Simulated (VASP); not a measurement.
# SnO2: single point with LDA

Crystal: SnO2.

```
Sn O
1.0
    -5.37331    5.37331    1.61623
     5.37331   -5.37331    1.61623
     5.37331    5.37331   -1.61623
Sn O
4 8
Direct
  0.35108 0.83107 0.18214
  0.83107 0.64892 0.47999
  0.16893 0.35108 0.52001
  0.64892 0.16893 0.81786
  0.20560 0.15493 0.36053
  0.84507 0.20560 0.05067
  0.79440 0.84507 0.63947
  0.15493 0.79440 0.94933
  0.16104 0.54296 0.70400
  0.54296 0.83896 0.38192
  0.45704 0.16104 0.61808
  0.83896 0.45704 0.29600
```

| Property | Result |
| --- | --- |
| Program | VASP 6.6.1 |
| Task | single point |
| Functional | LDA |
| Potentials or basis | VASP PAW LDA potentials, release 64 (Sn_d, O) |
| Cutoff | 600 eV |
| k mesh | 9 × 9 × 9 |
| Occupations | fermi-dirac, width 0.05 eV |
| Spin | no spin polarisation |

| Property | Result |
| --- | --- |
| Pressure | -7.8 GPa |
| Largest force | 0.807 eV/Å |
| Band gap on the k mesh | 1.65 eV (least direct gap 1.75 eV) |

Forces in eV/Å, atoms in the order of the input:
```
Sn   0.098  0.004  0.000
Sn  -0.004  0.098  0.000
Sn   0.004 -0.098  0.000
Sn  -0.098 -0.004  0.000
O    0.497  0.636  0.000
O    0.636 -0.497  0.000
O   -0.497 -0.636  0.000
O   -0.636  0.497  0.000
O    0.157 -0.112  0.000
O    0.112  0.157  0.000
O   -0.112 -0.157  0.000
O   -0.157  0.112  0.000
```

Stress tensor (GPa, compression positive):
```
-7.22  0.00  0.00
 0.00 -7.22  0.00
 0.00  0.00 -9.11
```

Levels at points of the mesh, in eV from the valence-band top:
```
           k point  band 50  band 51  band 52  band 53  band 54  band 55
(0.00, 0.00, 0.00)    -0.20    -0.20    -0.10     1.65     4.54     4.54
```

Wall time 14 min on 4 MPI ranks on Intel(R) Xeon(R) Platinum 8259CL CPU @ 2.50GHz (Skylake/Cascade Lake) (shared host), peak memory 1.2 GiB a rank.

Caveat: the cell stands under tension; spin-orbit coupling is left out, which moves the levels of the heavy elements. A k mesh can miss the band edges.
